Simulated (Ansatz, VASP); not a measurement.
# Two plane-wave programs on Zr3TiB4

```
CELL_PARAMETERS angstrom
4.95834 0.00000 0.00531
0.00000 3.20366 0.00000
-0.13112 0.00000 6.49173
ATOMIC_POSITIONS crystal
Zr 0.87634 0.50000 0.17075
Zr 0.63150 0.50000 0.68162
Zr 0.37567 0.00000 0.32496
Ti 0.13526 0.00000 0.81627
B 0.57029 0.00000 0.97121
B 0.39700 0.50000 0.02265
B 0.09583 0.50000 0.53505
B 0.91811 0.00000 0.47749
```

Alike in both runs: functional PBE; k mesh 6 × 10 × 6; occupations gaussian, width 0.1 eV; no spin polarisation.

Ansatz relaxed the structure, and its values are those at the end. VASP's run is a single point on that final structure, the one shown.

|  | VASP | Ansatz |
| --- | --- | --- |
| version | VASP 6.6.1 | Ansatz 0.2.0 |
| potentials or method | VASP PAW PBE potentials, release 64 (Zr_sv, Ti_sv, B), cutoff 520 eV | scalar-relativistic, plane waves, PAW |
| valence electrons in the cell | 60 | 60 |

|  | VASP | Ansatz | Ansatz less VASP |
| --- | --- | --- | --- |
| gap on the k mesh at the Fermi level (eV) | none | none | - |
| pressure (GPa) | 0.1 | 0.0 | -0.09 |

A gap of «none» marks a metal or a gap that the smearing closes.
